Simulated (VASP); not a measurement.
The system is Li5Ta3.

```
Li Ta
1.0
    -2.95253    2.95253    2.95253
     2.95253   -2.95253    2.95253
     2.95253    2.95253   -2.95253
Li Ta
5 3
Direct
  0.00000 0.00000 0.00000
  0.00000 0.00000 0.50000
  0.00000 0.50000 0.00000
  0.50000 0.00000 0.00000
  0.50000 0.50000 0.50000
  0.00000 0.50000 0.50000
  0.50000 0.50000 0.00000
  0.50000 0.00000 0.50000
```

```yaml
Program: VASP 6.6.1
Task: relaxation of cell and atoms
Functional: PBE
Potentials_or_basis: VASP PAW PBE potentials, release 64 (Li_sv, Ta_pv)
Cutoff: 600 eV
k_mesh: 4 × 4 × 4
Occupations: gaussian, width 0.1 eV
Spin: no spin polarisation
```

At the start: pressure 17.9 GPa; volume 12.87 Å³/atom.

**Question.** How do energy, volume and symmetry change on relaxing?

**Answer.** Over 3 steps the energy falls by 120.7 meV/atom and the volume is 15.32 Å³/atom (+19.1 %); space group Im-3m (No. 229, to 0.05 Å).

The path:
| step | energy change (eV) | largest force (eV/Å) | pressure (GPa) | volume (Å³) |
| --- | --- | --- | --- | --- |
| 1 | 0.0000 | 0.0000 | 17.94 | 102.95 |
| 2 | -0.9473 | 0.0000 | -1.82 | 125.95 |
| 3 | -0.9657 | 0.0000 | 0.10 | 122.59 |

Final structure:
```yaml
crystal:
  lattice:
    - [-3.12941, 3.12941, 3.12941]
    - [3.12941, -3.12941, 3.12941]
    - [3.12941, 3.12941, -3.12941]
  atoms:
    - { symbol: Li, position: [0.00000, 0.00000, 0.00000] }
    - { symbol: Li, position: [0.00000, 0.00000, 0.50000] }
    - { symbol: Li, position: [0.00000, 0.50000, 0.00000] }
    - { symbol: Li, position: [0.50000, 0.00000, 0.00000] }
    - { symbol: Li, position: [0.50000, 0.50000, 0.50000] }
    - { symbol: Ta, position: [0.00000, 0.50000, 0.50000] }
    - { symbol: Ta, position: [0.50000, 0.50000, 0.00000] }
    - { symbol: Ta, position: [0.50000, 0.00000, 0.50000] }
```

Caveat: the k points lie up to 0.35 Å⁻¹ apart in the final cell; the cutoff is under 1.25 times the usual one of these potentials, so pressure, stress and relaxed cells hold a basis-set (Pulay) error; the volume moved by over 15 % at a fixed basis, so the end points are rough.
